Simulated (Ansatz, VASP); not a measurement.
# InAs in VASP and in Ansatz

The input POSCAR:

```
InAs
1.0
    0.0000000000      3.0240000793      3.0240000793
    3.0240000793      0.0000000000      3.0240000793
    3.0240000793      3.0240000793      0.0000000000
In As
1 1
Direct
    0.0000000000      0.0000000000      0.0000000000
    0.7500000000      0.7500000000      0.7500000000
```

The input INCAR.step1:

```
SYSTEM = InAs
PREC = Accurate
ENCUT = 520
ISMEAR = 0
SIGMA = 0.05
LREAL = .False.
LASPH = .True.
NELM = 150
MAGMOM = 0 0 0 0 0 0
LSORBIT = .True.
GGA_COMPAT = .False.
NBANDS = 30
GGA = PE
ALGO = Normal
EDIFF = 1E-4
LWAVE = .True.
LCHARG = .False.
```

INCAR.step2

```
SYSTEM = InAs
PREC = Accurate
ENCUT = 520
EDIFF = 1E-7
ISMEAR = 0
SIGMA = 0.05
LREAL = .False.
LASPH = .True.
NELM = 150
ALGO = Normal
ISIF = 2
LWAVE = .False.
LCHARG = .True.
MAGMOM = 0 0 0 0 0 0
LORBIT = 11
LSORBIT = .True.
GGA_COMPAT = .False.
LORBMOM = .True.
METAGGA = R2SCAN
LMIXTAU = .True.
LVHAR = .True.
NBANDS = 30
ISTART = 1
```

Contents of KPOINTS:

```
regular mesh
0
Gamma
  6 6 6
  0 0 0
```

Input for Ansatz:

```yaml
crystal:
  lattice:
    - [0.0, 3.0240000793, 3.0240000793]
    - [3.0240000793, 0.0, 3.0240000793]
    - [3.0240000793, 3.0240000793, 0.0]
  atoms:
    - { symbol: In, position: [0.0, 0.0, 0.0] }
    - { symbol: As, position: [0.75, 0.75, 0.75] }
basis:
  ecutwfc: 500
  ecutrho_ratio: 4
kpoints:
  mp_grid: { grid: [6, 6, 6] }
hamiltonian:
  xc: r2scan
scf:
  occupations: { method: gaussian, width: 0.05 }
output:
  forces: true
  stress: true
  eigenvalues: true
  populations: true
  topological_invariants: true
magnetization:
  noncollinear: true
  spin_orbit: true
```

Alike in both runs: task single point; functional r2SCAN; k mesh 6 × 6 × 6; occupations gaussian, width 0.05 eV; non-collinear spin, spin-orbit coupling.

```csv
,VASP,Ansatz
version,VASP 6.6.1,Ansatz 0.2.0
potentials or method,"VASP PAW PBE potentials, release 64 (In_d, As), cutoff 520 eV","plane waves, PAW"
valence electrons in the cell,18,28
```

```tsv
	VASP	Ansatz	Ansatz less VASP
pressure (GPa)	1.8	1.8	-0.03
net moment per atom (μB)	0.00	0.00	0.000
```

VASP's potentials were made for PBE, not for r2SCAN. VASP's potentials hold 18 valence electrons a cell and Ansatz's 28, so a difference there can come from the potentials and not from the codes.
